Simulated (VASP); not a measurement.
A run of VASP 6.6.1 is set up as follows.

Contents of INCAR:

```
SYSTEM = Si
PREC = Accurate
ENCUT = 520
EDIFF = 1E-6
ISMEAR = 0
SIGMA = 0.02
LREAL = Auto
LASPH = .True.
NELM = 60
ALGO = Normal
ISIF = 2
LWAVE = .False.
LCHARG = .True.
GGA = PE
LELF = .True.
LVHAR = .True.
NBANDS = 48
```

File KPOINTS:

```
regular mesh
0
Gamma
  2 2 2
  0 0 0
```

POSCAR

```
Si
1.0
    0.0000000000      5.4300000000      5.4300000000
    5.4300000000      0.0000000000      5.4300000000
    5.4300000000      5.4300000000      0.0000000000
Si
17
Direct
   -0.0004462247     -0.0005637201     -0.0086309392
    0.1362197053      0.1364066298      0.0911261510
    0.0117999079      0.0112557090      0.4651849908
    0.1183862799      0.1186603131      0.6197424494
   -0.0002610497      0.5098194291     -0.0092868324
    0.1142651934      0.6276436464      0.1300751381
   -0.0222873849      0.5066505525      0.5080608656
    0.1191288214      0.6425962247      0.6191133517
    0.5096100368     -0.0005765193     -0.0085619705
    0.6277748619      0.1133660221      0.1311140884
    0.5065782689     -0.0222624309      0.5091808471
    0.6432627072      0.1185831492      0.6198120626
    0.4859073665      0.4851701657      0.0430876611
    0.6280263352      0.6276261510      0.1301694291
    0.5075624309      0.5065611418      0.5081670350
    0.6102991713      0.6102921731      0.6691155617
    0.3513870166      0.3513065378      0.4459435543
```

Potentials or basis: VASP PAW PBE potentials, release 64 (Si).

Launch:

```console
$ cat potpaw_PBE.64/Si/POTCAR > POTCAR
$ mpirun -np 1 vasp_std > vasp.out
```

(1) Predict the largest force.

(2) Predict the band gap on the k mesh.

Answers

(1) 0.536 eV/Å.

(2) zero (band 34 reaches 6.87 eV, above the bottom of band 35 at 6.76 eV).

Caveat: the k points lie up to 0.50 Å⁻¹ apart.
